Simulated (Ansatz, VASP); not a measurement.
## One calculation of ScAl3N4, two programs

```
Sc Al N
1.0
    -3.09952    0.00000    0.00000
     0.00000    5.41324   -0.00233
     1.54976   -2.70467   -5.28122
Sc Al N
1 3 4
Cartesian
  0.0000 1.7827 0.0431
  -1.5498 4.5265 -0.0058
  -1.5498 0.9025 -2.6553
  0.0000 3.6145 -2.5632
  -1.5498 -0.9146 -3.1576
  0.0000 1.8284 -3.3102
  -1.5498 0.8188 -0.7671
  0.0000 3.6857 -0.6490
```

Change from the starting cell: strained cell.

Alike in both runs: functional PBEsol; k mesh 8 × 6 × 8; occupations gaussian, width 0.02 eV; no spin polarisation.

Ansatz relaxed the structure, and its values are those at the end. VASP's run is a single point on that final structure, the one shown.

|  | VASP | Ansatz |
| --- | --- | --- |
| version | VASP 6.6.1 | Ansatz 0.2.0 |
| potentials or method | VASP PAW PBE potentials, release 64 (Sc_sv, Al, N), cutoff 600 eV | scalar-relativistic, plane waves, PAW |
| valence electrons in the cell | 40 | 40 |

Ansatz gave:

| Property | Result |
| --- | --- |
| gap on the k mesh at the Fermi level (eV) | 3.81 |
| least direct gap on the mesh (eV) | 3.91 |
| pressure (GPa) | 5.0 |
| rms of the force components (eV/Å) | 0.001 |

Q: What did VASP give for the same quantities?

A: gap on the k mesh at the Fermi level (eV): 3.83; least direct gap on the mesh (eV): 3.93; pressure (GPa): 5.2; rms of the force components (eV/Å): 0.020.

VASP's potentials were made for PBE, not for PBEsol, and Ansatz warns of the same on its side. Ansatz's warnings: stress scf threshold loose.
